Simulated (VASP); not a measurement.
# Ga4PN3 (P-43m) in VASP: single point with PBE

Aim: the single point of Ga4PN3 with PBE.

Everything below comes from runs of VASP 6.6.1. Logs are shortened: lines on timing, memory, paths and dates and some standing lists are left out, and cuts for length are marked.

## Step 1: The cell of the first run

Symmetry: P-43m, No. 215, cubic system. Conventional cell: a = 4.746 Å, b = 4.746 Å, c = 4.746 Å, α = 90.00°, β = 90.00°, γ = 90.00°. N (site symmetry -42m) has 4 Ga at 2.01 Å within 2.7 Å. Ga (site symmetry 3m) has 3 N at 2.01 Å and 1 P at 2.21 Å within 2.7 Å. P (site symmetry -43m) has 4 Ga at 2.21 Å within 2.9 Å.

## Step 2: Single point, PBE, non-collinear spin, zero start, spin-orbit coupling

INCAR reads:

```
SYSTEM = Ga4PN3
PREC = Accurate
ENCUT = 520
EDIFF = 1E-6
ISMEAR = -1
SIGMA = 0.02
LREAL = .False.
LASPH = .True.
NELM = 150
ALGO = Normal
ISIF = 2
LWAVE = .False.
LCHARG = .True.
LNONCOLLINEAR = .True.
MAGMOM = 0 0 0 0 0 0 0 0 0 0 0 0 0 0 0 0 0 0 0 0 0 0 0 0
LORBIT = 11
LSORBIT = .True.
GGA_COMPAT = .False.
LORBMOM = .True.
GGA = PE
LVHAR = .True.
NBANDS = 90
```

KPOINTS reads:

```
regular mesh
0
Gamma
  6 6 6
  0 0 0
```

POSCAR reads:

```
Ga4PN3
1.0
    4.7463190410      0.0000000000      0.0000000000
    0.0000000000      4.7463190410      0.0000000000
    0.0000000000      0.0000000000      4.7463190410
N Ga P
3 4 1
Direct
    0.5000000000      0.0000000000      0.0000000000
    0.0000000000      0.5000000000      0.0000000000
    0.0000000000      0.0000000000      0.5000000000
    0.2306584560      0.7693415440      0.7693415440
    0.7693415440      0.2306584560      0.7693415440
    0.7693415440      0.7693415440      0.2306584560
    0.2306584560      0.2306584560      0.2306584560
    0.5000000000      0.5000000000      0.5000000000
```

Potentials or basis: VASP PAW PBE potentials, release 64 (N, Ga_d, P).

The run is started by

```
cat potpaw_PBE.64/N/POTCAR potpaw_PBE.64/Ga_d/POTCAR potpaw_PBE.64/P/POTCAR > POTCAR
mpirun -np 1 vasp_ncl > vasp.out
```

OUTCAR:

```text
SYSTEM = Ga4PN3
   PREC = Accurate
   ENCUT = 520
   EDIFF = 1E-6
   ISMEAR = -1
   LREAL = .False.
   LASPH = .True.
   NELM = 150
   ISIF = 2
   LNONCOLLINEAR = .True.
   LORBIT = 11
   LSORBIT = .True.
   GGA = PE

 ion  position               nearest neighbor table
   1  0.500  0.000  0.000-   4 2.01   5 2.01   6 2.01   7 2.01
   2  0.000  0.500  0.000-   4 2.01   5 2.01   6 2.01   7 2.01
   3  0.000  0.000  0.500-   4 2.01   5 2.01   6 2.01   7 2.01
   4  0.231  0.769  0.769-   1 2.01   2 2.01   3 2.01   8 2.21
   5  0.769  0.231  0.769-   1 2.01   2 2.01   3 2.01   8 2.21
   6  0.769  0.769  0.231-   1 2.01   2 2.01   3 2.01   8 2.21
   7  0.231  0.231  0.231-   1 2.01   2 2.01   3 2.01   8 2.21
   8  0.500  0.500  0.500-   4 2.21   5 2.21   6 2.21   7 2.21

  LATTYP: Found a simple cubic cell.
 ALAT       =     4.7463190410

  Lattice vectors:

 A1 = (   4.7463190410,   0.0000000000,   0.0000000000)
 A2 = (   0.0000000000,   4.7463190410,   0.0000000000)
 A3 = (   0.0000000000,   0.0000000000,   4.7463190410)

Analysis of symmetry for initial positions (statically):
=====================================================================
 Subroutine PRICEL returns:
 Original cell was already a primitive cell.

 Routine SETGRP: Setting up the symmetry group for a
 simple cubic supercell.

 Subroutine GETGRP returns: Found 24 space group operations
 (whereof 24 operations were pure point group operations)
 out of a pool of 48 trial point group operations.

The static configuration has the point symmetry T_d .

Analysis of symmetry for dynamics (positions and initial velocities):
=====================================================================
 Subroutine PRICEL returns:
 Original cell was already a primitive cell.

 Routine SETGRP: Setting up the symmetry group for a
 simple cubic supercell.

 Subroutine GETGRP returns: Found 24 space group operations
 (whereof 24 operations were pure point group operations)
 out of a pool of 48 trial point group operations.

The dynamic configuration has the point symmetry T_d .

Analysis of structural, dynamic, and magnetic symmetry:
=====================================================================
 Subroutine PRICEL returns:
 Original cell was already a primitive cell.

 Routine SETGRP: Setting up the symmetry group for a
 simple cubic supercell.

 Subroutine GETGRP returns: Found 24 space group operations
 (whereof 24 operations were pure point group operations)
 out of a pool of 48 trial point group operations.

The overall configuration has the point symmetry T_d .

 Subroutine INISYM returns: Found 24 space group operations
 (whereof 24 operations are pure point group operations),
 and found     1 'primitive' translations

----------------------------------------------------------------------------------------

                                     Primitive cell

  volume of cell :     106.9229

  direct lattice vectors                    reciprocal lattice vectors
     4.746319041  0.000000000  0.000000000     0.210689587  0.000000000  0.000000000
     0.000000000  4.746319041  0.000000000     0.000000000  0.210689587  0.000000000
     0.000000000  0.000000000  4.746319041     0.000000000  0.000000000  0.210689587

  length of vectors
     4.746319041  4.746319041  4.746319041     0.210689587  0.210689587  0.210689587

  position of ions in fractional coordinates (direct lattice)
     0.500000000  0.000000000  0.000000000
     0.000000000  0.500000000  0.000000000
     0.000000000  0.000000000  0.500000000
     0.230658456  0.769341544  0.769341544
     0.769341544  0.230658456  0.769341544
     0.769341544  0.769341544  0.230658456
     0.230658456  0.230658456  0.230658456
     0.500000000  0.500000000  0.500000000

  ion indices of the primitive-cell ions
   primitive index   ion index
                 1           1
[... 2231 lines left out ...]
  -------------------------------------------------------------------------------------
  Total        3.2072086      3.2072086      3.2072086      0.0000000      0.0000000     -0.0000000
  in kB       48.0581462     48.0581462     48.0581462      0.0000000      0.0000000     -0.0000000
  external PRESSURE =      48.0581462 kB  Pullay stress =       0.0000000 kB

 VOLUME and BASIS-vectors are now :
 -----------------------------------------------------------------------------
  energy-cutoff  :      520.00
  volume of cell :      106.92
      direct lattice vectors                 reciprocal lattice vectors
     4.746319041  0.000000000  0.000000000     0.210689587  0.000000000  0.000000000
     0.000000000  4.746319041  0.000000000     0.000000000  0.210689587  0.000000000
     0.000000000  0.000000000  4.746319041     0.000000000  0.000000000  0.210689587

 POSITION                                       TOTAL-FORCE (eV/Angst)
 -----------------------------------------------------------------------------------
      2.37316      0.00000      0.00000         0.000000     -0.000000     -0.000000
      0.00000      2.37316      0.00000         0.000000     -0.000000     -0.000000
      0.00000      0.00000      2.37316         0.000000     -0.000000     -0.000000
      1.09478      3.65154      3.65154        -0.001330      0.001330      0.001330
      3.65154      1.09478      3.65154         0.001330     -0.001330      0.001330
      3.65154      3.65154      1.09478         0.001330      0.001330     -0.001330
      1.09478      1.09478      1.09478        -0.001330     -0.001330     -0.001330
      2.37316      2.37316      2.37316        -0.000000     -0.000000     -0.000000
 -----------------------------------------------------------------------------------
    total drift:                                0.000000      0.000000      0.000000

  FREE ENERGIE OF THE ION-ELECTRON SYSTEM (eV)
  ---------------------------------------------------
  free  energy   TOTEN  =       -43.9638811152 eV

  energy  without entropy=      -43.9635325524  energy(sigma->0) =      -43.96370683

 orbital moment (x)

 # of ion     p       d       tot
 ----------------------------------------
  1        -0.000   0.000  -0.000
  2        -0.000   0.000  -0.000
  3         0.000   0.000   0.000
  4        -0.000   0.000  -0.000
  5         0.000  -0.000  -0.000
  6         0.000   0.000   0.000
  7         0.000  -0.000  -0.000
  8        -0.000   0.000  -0.000
 ----------------------------------------
           -0.000   0.000  -0.000

 orbital moment (y)

 # of ion     p       d       tot
 ----------------------------------------
  1        -0.000   0.000  -0.000
  2         0.000   0.000   0.000
  3        -0.000   0.000  -0.000
  4         0.000  -0.000  -0.000
  5        -0.000   0.000   0.000
  6        -0.000   0.000  -0.000
  7         0.000  -0.000  -0.000
  8         0.000   0.000   0.000
 ----------------------------------------
           -0.000   0.000  -0.000

 orbital moment (z)

 # of ion     p       d       tot
 ----------------------------------------
  1         0.000   0.000   0.000
  2         0.000   0.000   0.000
  3         0.000   0.000   0.000
  4         0.000   0.000   0.000
  5         0.000  -0.000  -0.000
  6         0.000  -0.000   0.000
  7         0.000   0.000   0.000
  8         0.000   0.000   0.000
 ----------------------------------------
            0.000  -0.000   0.000

 Spin-Orbit-Coupling matrix elements

 Ion:    1  E_soc:     -0.0001083
 l=   1
     0.0000000    -0.0000200    -0.0000171
    -0.0000200     0.0000000    -0.0000171
    -0.0000171    -0.0000171     0.0000000
 l=   2
     0.0000000     0.0000000     0.0000000     0.0000000     0.0000000
     0.0000000     0.0000000     0.0000000     0.0000000     0.0000000
     0.0000000     0.0000000     0.0000000     0.0000000     0.0000000
     0.0000000     0.0000000     0.0000000     0.0000000     0.0000000
     0.0000000     0.0000000     0.0000000     0.0000000     0.0000000
 l=   3
     0.0000000     0.0000000     0.0000000     0.0000000     0.0000000     0.0000000     0.0000000
     0.0000000     0.0000000     0.0000000     0.0000000     0.0000000     0.0000000     0.0000000
     0.0000000     0.0000000     0.0000000     0.0000000     0.0000000     0.0000000     0.0000000
     0.0000000     0.0000000     0.0000000     0.0000000     0.0000000     0.0000000     0.0000000
[... 129 lines left out ...]
 l=   2
     0.0000000     0.0000000     0.0000000     0.0000000     0.0000000
     0.0000000     0.0000000     0.0000000     0.0000000     0.0000000
     0.0000000     0.0000000     0.0000000     0.0000000     0.0000000
     0.0000000     0.0000000     0.0000000     0.0000000     0.0000000
     0.0000000     0.0000000     0.0000000     0.0000000     0.0000000
 l=   3
     0.0000000     0.0000000     0.0000000     0.0000000     0.0000000     0.0000000     0.0000000
     0.0000000     0.0000000     0.0000000     0.0000000     0.0000000     0.0000000     0.0000000
     0.0000000     0.0000000     0.0000000     0.0000000     0.0000000     0.0000000     0.0000000
     0.0000000     0.0000000     0.0000000     0.0000000     0.0000000     0.0000000     0.0000000
     0.0000000     0.0000000     0.0000000     0.0000000     0.0000000     0.0000000     0.0000000
     0.0000000     0.0000000     0.0000000     0.0000000     0.0000000     0.0000000     0.0000000
     0.0000000     0.0000000     0.0000000     0.0000000     0.0000000     0.0000000     0.0000000

 total charge

# of ion       s       p       d       tot
------------------------------------------
    1        1.233   2.443   0.000   3.676
    2        1.233   2.443   0.000   3.676
    3        1.233   2.443   0.000   3.676
    4        0.810   0.864  10.117  11.791
    5        0.810   0.864  10.117  11.791
    6        0.810   0.864  10.117  11.791
    7        0.810   0.864  10.117  11.791
    8        1.018   1.694   0.000   2.711
--------------------------------------------------
tot          7.956  12.478  40.469  60.903

 magnetization (x)

# of ion       s       p       d       tot
------------------------------------------
    1        0.000   0.000   0.000   0.000
    2        0.000   0.000   0.000   0.000
    3        0.000  -0.000   0.000  -0.000
    4       -0.000   0.000   0.000   0.000
    5       -0.000  -0.000  -0.000  -0.000
    6        0.000   0.000   0.000   0.000
    7       -0.000   0.000   0.000  -0.000
    8        0.000   0.000   0.000   0.000
--------------------------------------------------
tot         -0.000  -0.000   0.000   0.000

 magnetization (y)

# of ion       s       p       d       tot
------------------------------------------
    1        0.000   0.000   0.000   0.000
    2        0.000  -0.000   0.000  -0.000
    3        0.000   0.000   0.000   0.000
    4        0.000  -0.000   0.000  -0.000
    5       -0.000   0.000   0.000   0.000
    6        0.000  -0.000  -0.000  -0.000
    7        0.000   0.000   0.000   0.000
    8       -0.000   0.000   0.000  -0.000
--------------------------------------------------
tot          0.000   0.000  -0.000   0.000

 magnetization (z)

# of ion       s       p       d       tot
------------------------------------------
    1       -0.000   0.000   0.000   0.000
    2        0.000  -0.000   0.000  -0.000
    3       -0.000  -0.000   0.000  -0.000
    4       -0.000   0.000   0.000   0.000
    5        0.000   0.000   0.000   0.000
    6        0.000   0.000   0.000   0.000
    7       -0.000   0.000   0.000   0.000
    8       -0.000  -0.000   0.000  -0.000
--------------------------------------------------
tot         -0.000  -0.000   0.000  -0.000
```

Wall time 15 min (1 thread of Oxide Virtual Turin-like, shared host); peak memory 0.53 GiB.

What came out:

| Quantity | Value |
| --- | --- |
| Free energy | -43.9639 eV |
| Pressure | 4.8 GPa |
| Net moment | 0.00 μB per cell |
| Valence electrons inside the program's atomic spheres | N 3.68; Ga 11.79; P 2.71 |

Forces on the atoms (eV/Å):
```
N    0.000  0.000  0.000
N    0.000  0.000  0.000
N    0.000  0.000  0.000
Ga  -0.001  0.001  0.001
Ga   0.001 -0.001  0.001
Ga   0.001  0.001 -0.001
Ga  -0.001 -0.001 -0.001
P    0.000  0.000  0.000
```

Moments on the atoms (μB; x, y, z):
```
N   0.00 0.00 0.00
N   0.00 0.00 0.00
N   0.00 0.00 0.00
Ga  0.00 0.00 0.00
Ga  0.00 0.00 0.00
Ga  0.00 0.00 0.00
Ga  0.00 0.00 0.00
P   0.00 0.00 0.00
```

Caveat: the cell stands under pressure.
